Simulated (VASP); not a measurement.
# ZnS (Wurtzite-2H) (P6_3mc) in VASP: notebook

The runs below take ZnS (Wurtzite-2H) through single point, relaxation of shape and atoms at fixed volume, with r2SCAN.

All numbers are computed with VASP 6.6.1; they aren't measurements. Logs are shortened: lines on timing, memory, paths and dates and some standing lists are left out, and cuts for length are marked.

### 1 The cell of the first run

Symmetry: P6_3mc, No. 186, hexagonal system. The conventional cell has a = 3.883 Å, b = 3.883 Å, c = 6.361 Å, α = 90.00°, β = 90.00°, γ = 120.00°. Zn (site symmetry 3m) has 4 S at 2.38 Å within 3.1 Å. Within 3.1 Å of S (site symmetry 3m) lie 4 Zn at 2.38 Å.

### 2 Single point, r2SCAN (volume scaled by 1.06, then relaxed in part)

The input, POSCAR:

```
ZnS
1.0
    3.8832170330      0.0000000000      0.0000000000
   -1.9416085165      3.3629645990      0.0000000000
    0.0000000000      0.0000000000      6.3613696050
Zn S
2 2
Direct
    0.3333333333      0.6666666667      0.0051631399
    0.6666666667      0.3333333333      0.5051631399
    0.3333333333      0.6666666667      0.3798368601
    0.6666666667      0.3333333333      0.8798368601
```

The input, INCAR.step1:

```
ALGO = Normal
EDIFF = 1E-4
ENCUT = 520
GGA = PE
ISMEAR = 0
LASPH = True
LCHARG = False
LREAL = False
LWAVE = True
NBANDS = 26
NELM = 60
PREC = Accurate
SIGMA = 0.02
```

The input, INCAR.step2:

```
ALGO = Normal
EDIFF = 1E-6
ENCUT = 520
ISIF = 2
ISMEAR = 0
ISTART = 1
LASPH = True
LCHARG = False
LMIXTAU = True
LREAL = False
LWAVE = False
METAGGA = R2SCAN
NBANDS = 26
NELM = 60
PREC = Accurate
SIGMA = 0.02
```

The input, KPOINTS:

```
k-points
0
Gamma
  9 9 4
```

Potentials or basis: VASP PAW PBE potentials, release 64 (Zn, S).

Launch:

```
> cat potpaw_PBE.64/Zn/POTCAR potpaw_PBE.64/S/POTCAR > POTCAR
> cp INCAR.step1 INCAR
> mpirun -np 1 vasp_std > vasp.out
> cp INCAR.step2 INCAR
> mpirun -np 1 vasp_std > vasp.out
```

OUTCAR:

```text
EDIFF = 1E-6
   ENCUT = 520
   ISIF = 2
   ISMEAR = 0
   ISTART = 1
   LASPH = True
   LREAL = False
   METAGGA = R2SCAN
   NELM = 60
   PREC = Accurate

 ion  position               nearest neighbor table
   1  0.333  0.667  0.005-   4 2.38   4 2.38   4 2.38   3 2.38
   2  0.667  0.333  0.505-   3 2.38   3 2.38   3 2.38   4 2.38
   3  0.333  0.667  0.380-   2 2.38   2 2.38   2 2.38   1 2.38
   4  0.667  0.333  0.880-   1 2.38   1 2.38   1 2.38   2 2.38

  LATTYP: Found a hexagonal cell.
 ALAT       =     3.8832170330
 C/A-ratio  =     1.6381699892

  Lattice vectors:

 A1 = (   3.8832170330,   0.0000000000,   0.0000000000)
 A2 = (  -1.9416085165,   3.3629645990,   0.0000000000)
 A3 = (   0.0000000000,   0.0000000000,   6.3613696050)

Analysis of symmetry for initial positions (statically):
=====================================================================
 Subroutine PRICEL returns:
 Original cell was already a primitive cell.

 Routine SETGRP: Setting up the symmetry group for a
 hexagonal supercell.

 Subroutine GETGRP returns: Found 12 space group operations
 (whereof  6 operations were pure point group operations)
 out of a pool of 24 trial point group operations.

The static configuration has the point symmetry C_3v.
 The point group associated with its full space group is C_6v.

Analysis of symmetry for dynamics (positions and initial velocities):
=====================================================================
 Subroutine PRICEL returns:
 Original cell was already a primitive cell.

 Routine SETGRP: Setting up the symmetry group for a
 hexagonal supercell.

 Subroutine GETGRP returns: Found 12 space group operations
 (whereof  6 operations were pure point group operations)
 out of a pool of 24 trial point group operations.

The dynamic configuration has the point symmetry C_3v.
 The point group associated with its full space group is C_6v.

 Subroutine INISYM returns: Found 12 space group operations
 (whereof  6 operations are pure point group operations),
 and found     1 'primitive' translations

----------------------------------------------------------------------------------------

                                     Primitive cell

  volume of cell :      83.0739

  direct lattice vectors                    reciprocal lattice vectors
     3.883217033  0.000000000  0.000000000     0.257518442  0.148678342  0.000000000
    -1.941608517  3.362964599  0.000000000     0.000000000  0.297356684  0.000000000
     0.000000000  0.000000000  6.361369605     0.000000000  0.000000000  0.157198852

  length of vectors
     3.883217033  3.883217033  6.361369605     0.297356684  0.297356684  0.157198852

  position of ions in fractional coordinates (direct lattice)
     0.333333333  0.666666667  0.005163140
     0.666666667  0.333333333  0.505163140
     0.333333333  0.666666667  0.379836860
     0.666666667  0.333333333  0.879836860

  ion indices of the primitive-cell ions
   primitive index   ion index
                 1           1
                 2           2
                 3           3
                 4           4

----------------------------------------------------------------------------------------

 KPOINTS: k-points

Automatic generation of k-mesh.
 Grid dimensions read from file:
 generate k-points for:    9    9    4

 Generating k-lattice:

  Cartesian coordinates                     Fractional coordinates (reciprocal lattice)
     0.028613160  0.016519816  0.000000000     0.111111111  0.000000000  0.000000000
     0.000000000  0.033039632  0.000000000     0.000000000  0.111111111  0.000000000
     0.000000000  0.000000000  0.039299713     0.000000000  0.000000000  0.250000000

  Length of vectors
     0.033039632  0.033039632  0.039299713

  Shift w.r.t. Gamma in fractional coordinates (k-lattice)
     0.000000000  0.000000000  0.000000000

 Subroutine IBZKPT returns following result:
 ===========================================

 Found     36 irreducible k-points:

 Following reciprocal coordinates:
            Coordinates               Weight
  0.000000  0.000000  0.000000      1.000000
  0.111111  0.000000  0.000000      6.000000
  0.222222  0.000000  0.000000      6.000000
  0.333333  0.000000  0.000000      6.000000
  0.444444  0.000000  0.000000      6.000000
  0.111111  0.111111  0.000000      6.000000
[... 16 lines left out ...]
  0.333333  0.222222  0.250000     24.000000
  0.333333  0.333333  0.250000      4.000000
 [... further k-points ...]
   k-points           NKPTS =     36   k-points in BZ     NKDIM =     36   number of bands    NBANDS=     26
   number of dos      NEDOS =    301   number of ions     NIONS =      4
   total plane-waves  NPLWV =  43200
   dimension x,y,z NGX =    30 NGY =   30 NGZ =   48
   dimension x,y,z NGXF=    60 NGYF=   60 NGZF=   96
   ions per type =               2   2
   NGX,Y,Z   is equivalent  to a cutoff of  12.84, 12.84, 12.54 a.u.
   NGXF,Y,Z  is equivalent  to a cutoff of  25.69, 25.69, 25.09 a.u.
 SYSTEM =  unknown system
   PREC   = accura    normal or accurate (medium, high low for compatibility)
   ISTART =      1    job   : 0-new  1-cont  2-samecut
   ICHARG =      0    charge: 1-file 2-atom 10-const
   ISPIN  =      1    spin polarized calculation?
   LNONCOLLINEAR =      F non collinear calculations
   LSORBIT =      F    spin-orbit coupling
   LASPH  =      T    aspherical Exc in radial PAW
   ENCUT  =  520.0 eV  38.22 Ry    6.18 a.u.   7.22  7.22 11.83*2*pi/ulx,y,z
   NELM   =     60;   NELMIN=  2; NELMDL=  0     # of ELM steps
   EDIFF  = 0.1E-05   stopping-criterion for ELM
   LREAL  =      F    real-space projection
   EDIFFG = 0.1E-04   stopping-criterion for IOM
   NSW    =      0    number of steps for IOM
   IBRION =     -1    ionic relax: 0-MD 1-quasi-New 2-CG
   NFREE  =      0    steps in history (QN), initial steepest desc. (CG)
   ISIF   =      2    stress and relaxation
   ISYM   =      2    0-nonsym 1-usesym 2-fastsym
   POTIM  = 0.5000    time-step for ionic-motion
   TEBEG  =    0.0;   TEEND  =   0.0 temperature during run
   PSTRESS=    0.0 pullay stress
   NELECT =      36.0000    total number of electrons
   NUPDOWN=      -1.0000    fix difference up-down
   EMIN   =  10.00;   EMAX   =-10.00  energy-range for DOS
   EFERMI =   0.00;   METHOD = LEGACY
   ISMEAR =     0;   SIGMA  =   0.02  broadening in eV -4-tet -1-fermi 0-gaus
   EFERMI_NEDOS =   21; number of points for ismear=-14 and -15
   IALGO  =     38    algorithm
   IMIX   =      4    mixing-type and parameters
     AMIX     =   0.40;   BMIX     =  1.00
     AMIX_MAG =   1.60;   BMIX_MAG =  1.00
  volume/ion in A,a.u.               =      20.77       140.15
  Fermi-wavevector in a.u.,A,eV,Ry     =   1.238856  2.341098 20.881732  1.534764
  Thomas-Fermi vector in A             =   2.373364
   LORBIT       =      0    0 simple, 1 ext, 2 COOP (PROOUT), +10 PAW based schemes
   METAGGA = R2SCAN    functional components
   LHFCALC =     F    Hartree Fock is set to
   AEXX    =    0.0000 exact exchange contribution
   IVDW    =     0    specifies the selected vdW correction
   LEPSILON=     F    determine dielectric tensor
   LRPA    =     F    only Hartree local field effects (RPA)
 non-spin polarized calculation
 Gauss-broadening in eV      SIGMA  =   0.02
  energy-cutoff  :      520.00
  volume of cell :       83.07
 maximum number of plane-waves:      2254
 NGX is ok and might be reduce to    30
   NGX = 15   NGY = 15   NGZ = 23

 number of electron      35.9999967 magnetization

 Free energy of the ion-electron system (eV)
  ---------------------------------------------------
  ext. energy  EPLUGINS =         0.00000000
  ---------------------------------------------------
  free energy    TOTEN  =       -37.66059408 eV

  energy without entropy =      -37.66059408  energy(sigma->0) =      -37.66059408

 E-fermi :   1.4866     XC(G=0): -10.0191

 val. band max:        1.3795172411   @ k =   0.0000   0.0000   0.0000
 cond. band min:       3.8927477823   @ k =   0.0000   0.0000   0.0000
 fundamental gap:      2.5132305411
 Fermi energy:         1.4865791870

 k-point     1 :       0.0000    0.0000    0.0000
  band No.  band energies     occupation
      1     -11.9609      2.00000
      2     -11.1042      2.00000
      3      -4.9345      2.00000
      4      -4.9231      2.00000
      5      -4.9230      2.00000
      6      -4.8425      2.00000
[... 18 lines left out ...]
     25       9.5841      0.00000
     26      10.9447      0.00000

 k-point     2 :       0.1111    0.0000    0.0000
  band No.  band energies     occupation
      1     -11.8836      2.00000
      2     -11.0616      2.00000
      3      -4.9285      2.00000
      4      -4.9140      2.00000
      5      -4.9075      2.00000
      6      -4.8316      2.00000
[... 18 lines left out ...]
     25       9.9506      0.00000
     26      10.4628      0.00000

 k-point     3 :       0.2222    0.0000    0.0000
  band No.  band energies     occupation
      1     -11.6717      2.00000
      2     -10.9571      2.00000
      3      -4.9193      2.00000
      4      -4.8799      2.00000
      5      -4.8716      2.00000
      6      -4.7877      2.00000
[... 18 lines left out ...]
     25      10.0801      0.00000
     26      10.7455      0.00000

 k-point     4 :       0.3333    0.0000    0.0000
  band No.  band energies     occupation
      1     -11.3894      2.00000
      2     -10.8541      2.00000
      3      -4.8976      2.00000
      4      -4.8384      2.00000
      5      -4.8255      2.00000
      6      -4.6948      2.00000
[... 18 lines left out ...]
     25      10.4768      0.00000
     26      11.5221      0.00000

 k-point     5 :       0.4444    0.0000    0.0000
  band No.  band energies     occupation
      1     -11.1553      2.00000
      2     -10.8195      2.00000
      3      -4.8876      2.00000
      4      -4.8221      2.00000
      5      -4.7235      2.00000
      6      -4.6505      2.00000
[... 18 lines left out ...]
     25      10.8067      0.00000
     26      13.0751      0.00000

 k-point     6 :       0.1111    0.1111    0.0000
  band No.  band energies     occupation
      1     -11.7387      2.00000
      2     -10.9880      2.00000
      3      -4.9171      2.00000
      4      -4.8881      2.00000
      5      -4.8872      2.00000
      6      -4.8094      2.00000
[... 427 lines left out ...]
 k-point    21 :       0.4444    0.1111    0.2500
  band No.  band energies     occupation
      1     -11.0406      2.00000
      2     -10.8550      2.00000
      3      -4.8776      2.00000
      4      -4.7994      2.00000
      5      -4.7523      2.00000
      6      -4.6666      2.00000
[... 18 lines left out ...]
     25      11.0895      0.00000
     26      12.2838      0.00000

 k-point    22 :       0.2222    0.2222    0.2500
  band No.  band energies     occupation
      1     -11.1844      2.00000
      2     -10.8831      2.00000
      3      -4.8533      2.00000
      4      -4.8324      2.00000
      5      -4.7417      2.00000
      6      -4.7280      2.00000
[... 18 lines left out ...]
     25      10.1812      0.00000
     26      11.3385      0.00000

 k-point    23 :       0.3333    0.2222    0.2500
  band No.  band energies     occupation
      1     -11.0016      2.00000
      2     -10.8497      2.00000
      3      -4.8541      2.00000
      4      -4.7923      2.00000
      5      -4.7284      2.00000
      6      -4.6623      2.00000
[... 18 lines left out ...]
     25      11.0419      0.00000
     26      11.6941      0.00000

 k-point    24 :       0.3333    0.3333    0.2500
  band No.  band energies     occupation
      1     -10.8882      2.00000
      2     -10.8882      2.00000
      3      -4.8518      2.00000
      4      -4.7496      2.00000
      5      -4.7495      2.00000
      6      -4.6537      2.00000
[... 18 lines left out ...]
     25      11.8349      0.00000
     26      12.1202      0.00000

 [... further k-points ...]

------------------------ aborting loop because EDIFF is reached ----------------------------------------

  FORCE on cell =-STRESS in cart. coord.  units (eV):
  Direction    XX          YY          ZZ          XY          YZ          ZX
  --------------------------------------------------------------------------------------
  -------------------------------------------------------------------------------------
  Total       -2.0861949     -2.0861949     -2.0579365      0.0000000      0.0000000      0.0000000
  in kB      -40.2347094    -40.2347094    -39.6897128      0.0000000      0.0000000      0.0000000
  external PRESSURE =     -40.0530439 kB  Pullay stress =       0.0000000 kB

 VOLUME and BASIS-vectors are now :
 -----------------------------------------------------------------------------
  energy-cutoff  :      520.00
  volume of cell :       83.07
      direct lattice vectors                 reciprocal lattice vectors
     3.883217033  0.000000000  0.000000000     0.257518442  0.148678342  0.000000000
    -1.941608517  3.362964599  0.000000000     0.000000000  0.297356684  0.000000000
     0.000000000  0.000000000  6.361369605     0.000000000  0.000000000  0.157198852

 POSITION                                       TOTAL-FORCE (eV/Angst)
 -----------------------------------------------------------------------------------
     -0.00000      2.24198      0.03284        -0.000000      0.000000      0.004478
      1.94161      1.12099      3.21353         0.000000     -0.000000      0.004478
     -0.00000      2.24198      2.41628        -0.000000     -0.000000     -0.004478
      1.94161      1.12099      5.59697        -0.000000     -0.000000     -0.004478
 -----------------------------------------------------------------------------------
    total drift:                               -0.000000      0.000000      0.040761

  FREE ENERGIE OF THE ION-ELECTRON SYSTEM (eV)
  ---------------------------------------------------
  free  energy   TOTEN  =       -37.6605940753 eV

  energy  without entropy=      -37.6605940753  energy(sigma->0) =      -37.66059408
```

Run time: 2.9 min. Hardware: 1 thread of AMD EPYC 9R45 (Zen 5), shared host; peak memory 0.21 GiB.

Results:

* Free energy: -37.6606 eV
* Pressure: -4.0 GPa
* Largest force: 0.004 eV/Å
* Band gap on the k mesh: 2.51 eV, direct

Forces on the atoms (eV/Å):
```
Zn   0.000  0.000  0.004
Zn   0.000  0.000  0.004
S    0.000  0.000 -0.004
S    0.000  0.000 -0.004
```

Caveat: the cell differs from its parent crystal (volume scaled by 1.06, then relaxed in part); the PAW data sets were made with another functional, which shifts forces and pressure a little.

### 3 Relaxation of shape and atoms at fixed volume, r2SCAN (volume scaled by 0.94)

The input, POSCAR:

```
ZnS
1.0
    3.7285654216      0.0000000000      0.0000000000
   -1.8642827108      3.2290323748      0.0000000000
    0.0000000000      0.0000000000      6.1188866816
Zn S
2 2
Direct
    0.3333333333      0.6666666667      0.0053936192
    0.6666666667      0.3333333333      0.5053936192
    0.3333333333      0.6666666667      0.3796063808
    0.6666666667      0.3333333333      0.8796063808
```

The input, INCAR.step1:

```
SYSTEM = ZnS
PREC     = Accurate       ! precision mode
ENCUT    = 600            ! plane-wave cutoff, eV
ISMEAR   = 0              ! smearing method
SIGMA    = 0.02           ! smearing width, eV
LREAL    = .False.        ! projectors in reciprocal space
LASPH    = .True.         ! aspherical terms in the spheres
NELM     = 80             ! most SCF steps
GGA      = PE             ! functional
ALGO     = Normal         ! electronic algorithm
EDIFF    = 1E-4           ! SCF threshold, eV
LWAVE    = .True.         ! write WAVECAR
LCHARG   = .False.        ! write CHGCAR
```

The input, INCAR.step2:

```
SYSTEM = ZnS
PREC     = Accurate       ! precision mode
ENCUT    = 600            ! plane-wave cutoff, eV
EDIFF    = 1E-6           ! SCF threshold, eV
ISMEAR   = 0              ! smearing method
SIGMA    = 0.02           ! smearing width, eV
LREAL    = .False.        ! projectors in reciprocal space
LASPH    = .True.         ! aspherical terms in the spheres
NELM     = 80             ! most SCF steps
ALGO     = Normal         ! electronic algorithm
ISIF     = 4              ! what is computed and relaxed
LWAVE    = .False.        ! write WAVECAR
LCHARG   = .False.        ! write CHGCAR
METAGGA  = R2SCAN         ! meta-GGA
LMIXTAU  = .True.       
IBRION   = 2              ! ionic algorithm
NSW      = 50             ! ionic steps
EDIFFG   = -0.01          ! ionic threshold
ISTART   = 1
```

The input, KPOINTS:

```
regular mesh
0
Gamma
  9 9 4
  0 0 0
```

Potentials or basis: VASP PAW PBE potentials, release 64 (Zn, S).

Launch:

```
> cat potpaw_PBE.64/Zn/POTCAR potpaw_PBE.64/S/POTCAR > POTCAR
> cp INCAR.step1 INCAR
> mpirun -np 1 vasp_std > vasp.out
> cp INCAR.step2 INCAR
> mpirun -np 1 vasp_std > vasp.out
```

Run time: 8.1 min. Hardware: 1 thread of AMD EPYC 9R45 (Zen 5), shared host; peak memory 0.22 GiB.

It converged, with:

```
Free energy               : -37.6492 eV
Energy gained by relaxing : 0.1 meV/atom
Ionic steps               : 5
Pressure after relaxing   : 5.5 GPa
Band gap on the k mesh    : 3.08 eV, direct
```

Step by step:
```
step  energy change (eV)  largest force (eV/Å)  pressure (GPa)  volume (Å³)
   1              0.0000                0.0241            5.53        73.67
   2             -0.0001                0.0135            5.52        73.67
   3             -0.0002                0.0082            5.50        73.67
   4             -0.0002                0.0046            5.51        73.67
   5             -0.0002                0.0016            5.50        73.67
```

Final structure:
```cif
data_structure
_symmetry_space_group_name_H-M 'P 1'
_symmetry_Int_Tables_number 1
_cell_length_a 3.7250
_cell_length_b 3.7250
_cell_length_c 6.1307
_cell_angle_alpha 90.000
_cell_angle_beta 90.000
_cell_angle_gamma 120.000
_cell_volume 73.67
loop_
_atom_site_label
_atom_site_type_symbol
_atom_site_fract_x
_atom_site_fract_y
_atom_site_fract_z
_atom_site_occupancy
Zn1 Zn 0.33333 0.66667 0.00598 1
Zn2 Zn 0.66667 0.33333 0.50598 1
S1 S 0.33333 0.66667 0.37902 1
S2 S 0.66667 0.33333 0.87902 1
```

Levels at points of the mesh, in eV from the valence-band top:
```tsv
k point	band 15	band 16	band 17	band 18	band 19	band 20	band 21	band 22
(0.00, 0.00, 0.00)	-1.02	-0.12	0.00	0.00	3.08	3.76	6.75	6.75
(0.00, 0.00, 0.50)	-0.53	-0.53	-0.53	-0.53	4.31	4.31	7.23	7.23
```

Caveat: the cell differs from its parent crystal (volume scaled by 0.94); the PAW data sets were made with another functional, which shifts forces and pressure a little.
